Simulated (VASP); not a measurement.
# BiTe (R-3m) in VASP: settings compared

The runs below take BiTe through single point, with PBE-based screened hybrid with 25 % exact exchange, HF.

Program: VASP 6.6.1. These are calculated values, not measurements. Logs are shortened: lines on timing, memory, paths and dates and some standing lists are left out, and cuts for length are marked.

## (1) The cell of the first run

Symmetry: R-3m, No. 166, trigonal system. Conventional cell: a = 4.845 Å, b = 4.845 Å, c = 9.952 Å, α = 90.00°, β = 90.00°, γ = 120.00°. Within 4.4 Å of Bi (site symmetry -3m) lie 6 Te at 3.25 Å and 6 Bi at 4.34 Å. Within 4.4 Å of Te (site symmetry -3m) lie 6 Bi at 3.25 Å and 6 Te at 4.34 Å.

## (2) Single point, PBE-based screened hybrid with 25 % exact exchange

The input, POSCAR:

```
BiTe
1.0
    2.4227077728      1.3987509848      3.3172919545
   -2.4227077728      1.3987509848      3.3172919545
    0.0000000000     -2.7975019696      3.3172919545
Bi Te
1 1
Direct
    0.5000000000      0.5000000000      0.5000000000
    0.0000000000      0.0000000000      0.0000000000
```

The input, INCAR.step1:

```
SYSTEM = BiTe
  ALGO = Normal
  EDIFF = 1E-5
  ENCUT = 400
  GGA = PE
  GGA_COMPAT = .False.
  ISIF = 2
  ISMEAR = -1
  LASPH = .True.
  LCHARG = .False.
  LREAL = .False.
  LWAVE = .True.
  NBANDS = 18
  NELM = 120
  PREC = Accurate
  SIGMA = 0.05
```

The input, INCAR.step2:

```
SYSTEM = BiTe
  AEXX = 0.25
  ALGO = Normal
  EDIFF = 1E-6
  ENCUT = 400
  GGA = PE
  GGA_COMPAT = .False.
  HFSCREEN = 0.3
  ISIF = 2
  ISMEAR = -1
  ISTART = 1
  LASPH = .True.
  LCHARG = .False.
  LHFCALC = .True.
  LREAL = .False.
  LWAVE = .False.
  NBANDS = 18
  NELM = 120
  PREC = Accurate
  PRECFOCK = Normal
  SIGMA = 0.05
```

The input, KPOINTS:

```
k-points
0
Gamma
  4 4 4
  0 0 0
```

Potentials or basis: VASP PAW PBE potentials, release 64 (Bi_d, Te).

Started as:

```sh
> cat potpaw_PBE.64/Bi_d/POTCAR potpaw_PBE.64/Te/POTCAR > POTCAR
> cp INCAR.step1 INCAR
> mpirun -np 1 vasp_std > vasp.out
> cp INCAR.step2 INCAR
> mpirun -np 1 vasp_std > vasp.out
```

OUTCAR:

```text
SYSTEM = BiTe
   AEXX = 0.25
   EDIFF = 1E-6
   ENCUT = 400
   GGA = PE
   HFSCREEN = 0.3
   ISIF = 2
   ISMEAR = -1
   ISTART = 1
   LASPH = .True.
   LHFCALC = .True.
   LREAL = .False.
   NELM = 120
   PREC = Accurate
   PRECFOCK = Normal

 ion  position               nearest neighbor table
   1  0.500  0.500  0.500-   2 3.25   2 3.25   2 3.25   2 3.25   2 3.25   2 3.25
   2  0.000  0.000  0.000-   1 3.25   1 3.25   1 3.25   1 3.25   1 3.25   1 3.25

  LATTYP: Found a trigonal (rhomboedric) cell.
 ALAT       =     4.3394058558
 COS(alpha) =     0.3765932224

  Lattice vectors:

 A1 = (   2.4227077728,   1.3987509848,   3.3172919545)
 A2 = (  -2.4227077728,   1.3987509848,   3.3172919545)
 A3 = (   0.0000000000,  -2.7975019696,   3.3172919545)

Analysis of symmetry for initial positions (statically):
=====================================================================
 Subroutine PRICEL returns:
 Original cell was already a primitive cell.

 Routine SETGRP: Setting up the symmetry group for a
 trigonal (rhombohedral) supercell.

 Subroutine GETGRP returns: Found 12 space group operations
 (whereof 12 operations were pure point group operations)
 out of a pool of 12 trial point group operations.

The static configuration has the point symmetry D_3d.

Analysis of symmetry for dynamics (positions and initial velocities):
=====================================================================
 Subroutine PRICEL returns:
 Original cell was already a primitive cell.

 Routine SETGRP: Setting up the symmetry group for a
 trigonal (rhombohedral) supercell.

 Subroutine GETGRP returns: Found 12 space group operations
 (whereof 12 operations were pure point group operations)
 out of a pool of 12 trial point group operations.

The dynamic configuration has the point symmetry D_3d.

 Subroutine INISYM returns: Found 12 space group operations
 (whereof 12 operations are pure point group operations),
 and found     1 'primitive' translations

----------------------------------------------------------------------------------------

                                     Primitive cell

  volume of cell :      67.4491

  direct lattice vectors                    reciprocal lattice vectors
     2.422707773  1.398750985  3.317291954     0.206380648  0.119153923  0.100483568
    -2.422707773  1.398750985  3.317291954    -0.206380648  0.119153923  0.100483568
     0.000000000 -2.797501970  3.317291954     0.000000000 -0.238307845  0.100483568

  length of vectors
     4.339405856  4.339405856  4.339405856     0.258626326  0.258626326  0.258626326

  position of ions in fractional coordinates (direct lattice)
     0.500000000  0.500000000  0.500000000
     0.000000000  0.000000000  0.000000000

  ion indices of the primitive-cell ions
   primitive index   ion index
                 1           1
                 2           2

----------------------------------------------------------------------------------------

 KPOINTS: k-points

Automatic generation of k-mesh.
 Grid dimensions read from file:
 generate k-points for:    4    4    4

 Generating k-lattice:

  Cartesian coordinates                     Fractional coordinates (reciprocal lattice)
     0.051595162  0.029788481  0.025120892     0.250000000  0.000000000  0.000000000
    -0.051595162  0.029788481  0.025120892     0.000000000  0.250000000  0.000000000
     0.000000000 -0.059576961  0.025120892     0.000000000  0.000000000  0.250000000

  Length of vectors
     0.064656582  0.064656582  0.064656582

  Shift w.r.t. Gamma in fractional coordinates (k-lattice)
     0.000000000  0.000000000  0.000000000

 Subroutine IBZKPT returns following result:
 ===========================================

 Found     13 irreducible k-points:

 Following reciprocal coordinates:
            Coordinates               Weight
  0.000000  0.000000  0.000000      1.000000
  0.250000 -0.000000  0.000000      6.000000
  0.500000 -0.000000  0.000000      3.000000
  0.250000  0.250000  0.000000      6.000000
  0.500000  0.250000 -0.000000     12.000000
 -0.250000  0.250000  0.000000      6.000000
  0.500000  0.500000  0.000000      3.000000
  0.250000  0.250000  0.250000      2.000000
  0.500000  0.250000  0.250000      6.000000
 -0.250000  0.250000  0.250000      6.000000
  0.500000  0.500000  0.250000      6.000000
 -0.250000  0.500000  0.250000      6.000000
  0.500000  0.500000  0.500000      1.000000
   k-points           NKPTS =     13   k-points in BZ     NKDIM =     64   number of bands    NBANDS=     18
   number of dos      NEDOS =    301   number of ions     NIONS =      2
   total plane-waves  NPLWV =  21952
   dimension x,y,z NGX =    28 NGY =   28 NGZ =   28
   dimension x,y,z NGXF=    56 NGYF=   56 NGZF=   56
   ions per type =               1   1
   NGX,Y,Z   is equivalent  to a cutoff of  10.73, 10.73, 10.73 a.u.
   NGXF,Y,Z  is equivalent  to a cutoff of  21.45, 21.45, 21.45 a.u.
 SYSTEM =  BiTe
   PREC   = accura    normal or accurate (medium, high low for compatibility)
   ISTART =      1    job   : 0-new  1-cont  2-samecut
   ICHARG =      0    charge: 1-file 2-atom 10-const
   ISPIN  =      1    spin polarized calculation?
   LNONCOLLINEAR =      F non collinear calculations
   LSORBIT =      F    spin-orbit coupling
   LASPH  =      T    aspherical Exc in radial PAW
   ENCUT  =  400.0 eV  29.40 Ry    5.42 a.u.   7.08  7.08  7.08*2*pi/ulx,y,z
   NELM   =    120;   NELMIN=  2; NELMDL=  0     # of ELM steps
   EDIFF  = 0.1E-05   stopping-criterion for ELM
   LREAL  =      F    real-space projection
   EDIFFG = 0.1E-04   stopping-criterion for IOM
   NSW    =      0    number of steps for IOM
   IBRION =     -1    ionic relax: 0-MD 1-quasi-New 2-CG
   NFREE  =      0    steps in history (QN), initial steepest desc. (CG)
   ISIF   =      2    stress and relaxation
   ISYM   =      3    0-nonsym 1-usesym 2-fastsym
   POTIM  = 0.5000    time-step for ionic-motion
   TEBEG  =    0.0;   TEEND  =   0.0 temperature during run
   PSTRESS=    0.0 pullay stress
   NELECT =      21.0000    total number of electrons
   NUPDOWN=      -1.0000    fix difference up-down
   EMIN   =  10.00;   EMAX   =-10.00  energy-range for DOS
   EFERMI =   0.00;   METHOD = LEGACY
   ISMEAR =    -1;   SIGMA  =   0.05  broadening in eV -4-tet -1-fermi 0-gaus
   EFERMI_NEDOS =   21; number of points for ismear=-14 and -15
   IALGO  =     38    algorithm
   IMIX   =      1    mixing-type and parameters
     AMIX     =   0.40;   BMIX     =  1.00
     AMIX_MAG =   1.60;   BMIX_MAG =  1.00
  volume/ion in A,a.u.               =      33.72       227.58
  Fermi-wavevector in a.u.,A,eV,Ry     =   1.109573  2.096789 16.750837  1.231152
  Thomas-Fermi vector in A             =   2.246114
   LORBIT       =      0    0 simple, 1 ext, 2 COOP (PROOUT), +10 PAW based schemes
   GGA     = PE    functional components
   LHFCALC =     T    Hartree Fock is set to
   PRECFOCK=normal    Normal, Fast or Accurate (Low or Medium for compatibility)
   ENCUT4O =  -1.0   cutoff for four orbital integrals eV
   NKREDX  =     1    reduce k-point grid by
   NKREDY  =     1    reduce k-point grid by
   NKREDZ  =     1    reduce k-point grid by
   AEXX    =    0.2500 exact exchange contribution
   HFSCREEN=    0.3000 screening length (either q_TF or 0.3 A-1)
   HFSCREENC=   0.3000 screening length for correlation (either q_TF or 0.3 A-1)
   ENCUTFOCK=  -1.0 apply spherical cutoff to Coloumb kernel
   IVDW    =     0    specifies the selected vdW correction
   LEPSILON=     F    determine dielectric tensor
   LRPA    =     F    only Hartree local field effects (RPA)
 non-spin polarized calculation
  energy-cutoff  :      400.00
  volume of cell :       67.45
 maximum number of plane-waves:      1240
  NGX = 24; NGY = 24; NGZ = 24

 number of electron      20.9999986 magnetization

 Free energy of the ion-electron system (eV)
  ---------------------------------------------------
  ext. energy  EPLUGINS =         0.00000000
  ---------------------------------------------------
  free energy    TOTEN  =        -8.36691398 eV

  energy without entropy =       -8.35775663  energy(sigma->0) =       -8.36233531

 E-fermi :   6.6723     XC(G=0):  -8.0446

 val. band max:        6.3866631714   @ k =   0.2500   0.2500   0.2500
 cond. band min:       6.6879260404   @ k =  -0.2500   0.2500   0.0000
 fundamental gap:      0.3012628690
 Fermi energy:         6.6722807672

 k-point     1 :       0.0000    0.0000    0.0000
  band No.  band energies     occupation
      1     -18.6761      2.00000
      2     -18.6761      2.00000
      3     -18.6691      2.00000
      4     -18.6691      2.00000
      5     -18.6521      2.00000
      6      -8.1887      2.00000
[... 10 lines left out ...]
     17      13.5982      0.00000
     18      13.8189      0.00000

 k-point     2 :       0.2500   -0.0000    0.0000
  band No.  band energies     occupation
      1     -18.6771      2.00000
      2     -18.6768      2.00000
      3     -18.6705      2.00000
      4     -18.6645      2.00000
      5     -18.6505      2.00000
      6      -7.6037      2.00000
[... 10 lines left out ...]
     17      15.5116      0.00000
     18      16.1688      0.00000

 k-point     3 :       0.5000   -0.0000    0.0000
  band No.  band energies     occupation
      1     -18.6795      2.00000
      2     -18.6784      2.00000
      3     -18.6699      2.00000
      4     -18.6616      2.00000
      5     -18.6470      2.00000
      6      -6.1240      2.00000
[... 10 lines left out ...]
     17      14.8830      0.00000
     18      17.8582      0.00000

 k-point     4 :       0.2500    0.2500    0.0000
  band No.  band energies     occupation
      1     -18.6824      2.00000
      2     -18.6750      2.00000
      3     -18.6691      2.00000
      4     -18.6598      2.00000
      5     -18.6507      2.00000
      6      -7.3934      2.00000
[... 10 lines left out ...]
     17      14.4384      0.00000
     18      14.5788      0.00000

 k-point     5 :       0.5000    0.2500   -0.0000
  band No.  band energies     occupation
      1     -18.6846      2.00000
      2     -18.6764      2.00000
      3     -18.6686      2.00000
      4     -18.6568      2.00000
      5     -18.6477      2.00000
      6      -6.2538      2.00000
[... 10 lines left out ...]
     17      16.8261      0.00000
     18      17.0060      0.00000

 k-point     6 :      -0.2500    0.2500    0.0000
  band No.  band energies     occupation
      1     -18.6789      2.00000
      2     -18.6782      2.00000
      3     -18.6681      2.00000
      4     -18.6616      2.00000
      5     -18.6497      2.00000
      6      -6.7326      2.00000
[... 10 lines left out ...]
     17      14.9800      0.00000
     18      16.0181      0.00000

 k-point     7 :       0.5000    0.5000    0.0000
  band No.  band energies     occupation
      1     -18.6906      2.00000
      2     -18.6743      2.00000
      3     -18.6692      2.00000
      4     -18.6500      2.00000
      5     -18.6476      2.00000
      6      -6.1787      2.00000
[... 10 lines left out ...]
     17      17.3277      0.00000
     18      17.3812      0.00000

 k-point     8 :       0.2500    0.2500    0.2500
  band No.  band energies     occupation
      1     -18.6803      2.00000
      2     -18.6803      2.00000
      3     -18.6606      2.00000
      4     -18.6606      2.00000
      5     -18.6532      2.00000
      6      -7.4586      2.00000
[... 10 lines left out ...]
     17      16.9755      0.00000
     18      17.3617      0.00000

 k-point     9 :       0.5000    0.2500    0.2500
  band No.  band energies     occupation
      1     -18.6819      2.00000
      2     -18.6818      2.00000
      3     -18.6612      2.00000
      4     -18.6568      2.00000
      5     -18.6504      2.00000
      6      -6.5051      2.00000
[... 10 lines left out ...]
     17      16.5673      0.00000
     18      17.4153      0.00000

 k-point    10 :      -0.2500    0.2500    0.2500
  band No.  band energies     occupation
      1     -18.6841      2.00000
      2     -18.6763      2.00000
      3     -18.6628      2.00000
      4     -18.6606      2.00000
      5     -18.6504      2.00000
      6      -6.3195      2.00000
[... 10 lines left out ...]
     17      16.1380      0.00000
     18      16.8462      0.00000

 k-point    11 :       0.5000    0.5000    0.2500
  band No.  band energies     occupation
      1     -18.6876      2.00000
      2     -18.6797      2.00000
      3     -18.6608      2.00000
      4     -18.6509      2.00000
      5     -18.6508      2.00000
      6      -6.0720      2.00000
[... 10 lines left out ...]
     17      16.7236      0.00000
     18      17.4919      0.00000

 k-point    12 :      -0.2500    0.5000    0.2500
  band No.  band energies     occupation
      1     -18.6862      2.00000
      2     -18.6779      2.00000
      3     -18.6625      2.00000
      4     -18.6566      2.00000
      5     -18.6485      2.00000
      6      -5.6262      2.00000
[... 10 lines left out ...]
     17      16.1060      0.00000
     18      18.1191      0.00000

 k-point    13 :       0.5000    0.5000    0.5000
  band No.  band energies     occupation
      1     -18.6852      2.00000
      2     -18.6852      2.00000
      3     -18.6545      2.00000
      4     -18.6516      2.00000
      5     -18.6516      2.00000
      6      -5.7421      2.00000
[... 10 lines left out ...]
     17      16.1881      0.00000
     18      17.1748      0.00000

------------------------ aborting loop because EDIFF is reached ----------------------------------------

  FORCE on cell =-STRESS in cart. coord.  units (eV):
  Direction    XX          YY          ZZ          XY          YZ          ZX
  --------------------------------------------------------------------------------------
  -------------------------------------------------------------------------------------
  Total       -0.8554350     -0.8554350     -0.6058391      0.0000000      0.0000000      0.0000000
  in kB      -20.3198830    -20.3198830    -14.3910167      0.0000000      0.0000000      0.0000000
  external PRESSURE =     -18.3435942 kB  Pullay stress =       0.0000000 kB

 VOLUME and BASIS-vectors are now :
 -----------------------------------------------------------------------------
  energy-cutoff  :      400.00
  volume of cell :       67.45
      direct lattice vectors                 reciprocal lattice vectors
     2.422707773  1.398750985  3.317291954     0.206380648  0.119153923  0.100483568
    -2.422707773  1.398750985  3.317291954    -0.206380648  0.119153923  0.100483568
     0.000000000 -2.797501970  3.317291954     0.000000000 -0.238307845  0.100483568

 POSITION                                       TOTAL-FORCE (eV/Angst)
 -----------------------------------------------------------------------------------
      0.00000      0.00000      4.97594         0.000000     -0.000000     -0.000000
      0.00000      0.00000      0.00000        -0.000000      0.000000      0.000000
 -----------------------------------------------------------------------------------
    total drift:                               -0.000001      0.000001      0.000005

  FREE ENERGIE OF THE ION-ELECTRON SYSTEM (eV)
  ---------------------------------------------------
  free  energy   TOTEN  =        -8.3669139815 eV

  energy  without entropy=       -8.3577566349  energy(sigma->0) =       -8.36233531
```

Wall time 27 min (1 thread of Oxide Virtual Turin-like, shared host); peak memory 0.24 GiB.

What came out:

```yaml
Free_energy: -8.3669 eV
Pressure: -1.8 GPa
Band_gap_on_the_k_mesh: zero (an odd number of electrons rules out a gap without spin polarisation)
```

Caveat: the k points lie up to 0.41 Å⁻¹ apart, too coarse for converged energies and pressures of a metal; the PAW data sets were made with another functional, which shifts forces and pressure a little; spin-orbit coupling is left out, which moves the levels of the heavy elements; an odd number of electrons without spin polarisation forces a metal; a magnetic or distorted state may lie lower.

(Continued in part 2 of 2.)

The gap in the log of VASP goes by the Fermi energy; the results here count the filled bands.